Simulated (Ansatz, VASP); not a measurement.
**Two plane-wave programs on SrTiO3**

POSCAR

```
SrTiO3
1.0
    3.8270974609      0.0000000000      0.0000000000
    0.0000000000      3.8270974609      0.0000000000
    0.0000000000      0.0000000000      3.8270974609
Sr Ti O
1 1 3
Direct
    0.0000000000      0.0000000000      0.0000000000
    0.5000000000      0.5000000000      0.5000000000
    0.5000000000      0.0000000000      0.5000000000
    0.5000000000      0.5000000000      0.0000000000
    0.0000000000      0.5000000000      0.5000000000
```

File INCAR.step1:

```
SYSTEM = SrTiO3
ALGO = Normal
EDIFF = 1E-4
ENCUT = 520
GGA = PE
ISMEAR = 0
LASPH = .True.
LCHARG = .False.
LREAL = .False.
LWAVE = .True.
NBANDS = 28
NELM = 80
PREC = Accurate
SIGMA = 0.01
```

File INCAR.step2:

```
SYSTEM = SrTiO3
ALGO = Normal
EDIFF = 1E-7
ENCUT = 520
ISIF = 2
ISMEAR = 0
ISTART = 1
LASPH = .True.
LCHARG = .False.
LMIXTAU = .True.
LREAL = .False.
LWAVE = .False.
METAGGA = R2SCAN
NBANDS = 28
NELM = 80
PREC = Accurate
SIGMA = 0.01
```

The input KPOINTS:

```
k-points
0
Gamma
  6 6 6
  0 0 0
```

Input for Ansatz:

```yaml
crystal:
  lattice:
    - [3.8270974609, 0.0, 0.0]
    - [0.0, 3.8270974609, 0.0]
    - [0.0, 0.0, 3.8270974609]
  atoms:
    - { symbol: Sr, position: [0.0, 0.0, 0.0] }
    - { symbol: Ti, position: [0.5, 0.5, 0.5] }
    - { symbol: O, position: [0.5, 0.0, 0.5] }
    - { symbol: O, position: [0.5, 0.5, 0.0] }
    - { symbol: O, position: [0.0, 0.5, 0.5] }
kpoints:
  mp_grid: { grid: [6, 6, 6] }
hamiltonian:
  xc: r2scan
scf:
  occupations: { method: fixed }
  n_extra_bands: 5
output:
  forces: true
  stress: true
  eigenvalues: true
```

Alike in both runs: task single point; functional r2SCAN; k mesh 6 × 6 × 6; no spin polarisation.

```csv
,VASP,Ansatz
version,VASP 6.6.1,Ansatz 0.2.0
potentials or method,"VASP PAW PBE potentials, release 64 (Sr_sv, Ti_sv, O)","plane waves, PAW"
plane-wave cutoff (eV),520,500
occupations,"gaussian, width 0.01 eV",fixed
valence electrons in the cell,40,40
```

VASP gave:

| Quantity | Value |
| --- | --- |
| gap on the k mesh at the Fermi level (eV) | 2.41 |
| pressure (GPa) | 14.5 |

Which values does Ansatz return?

gap on the k mesh at the Fermi level (eV): 2.40; pressure (GPa): 13.4.

VASP's potentials were made for PBE, not for r2SCAN.
